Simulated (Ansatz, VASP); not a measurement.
One calculation of LaB, two programs

```
La B
1.0
     0.00000    2.83578    2.83578
     2.83578    0.00000    2.83578
     2.83578    2.83578    0.00000
La B
1 1
Cartesian
  2.8358 2.8358 2.8358
  0.0000 0.0000 0.0000
```

Alike in both runs: task single point; functional PBE; k mesh 10 × 10 × 10; occupations gaussian, width 0.05 eV; non-collinear spin, spin-orbit coupling.

|  | VASP | Ansatz |
| --- | --- | --- |
| version | VASP 6.6.1 | Ansatz 0.2.0 |
| potentials or method | VASP PAW PBE potentials, release 64 (La, B), cutoff 520 eV | plane waves, PAW |
| valence electrons in the cell | 14 | 14 |

|  | VASP | Ansatz | Ansatz less VASP |
| --- | --- | --- | --- |
| pressure (GPa) | -0.2 | -0.1 | +0.08 |
| net moment per atom (μB) | 0.00 | 0.00 | 0.000 |
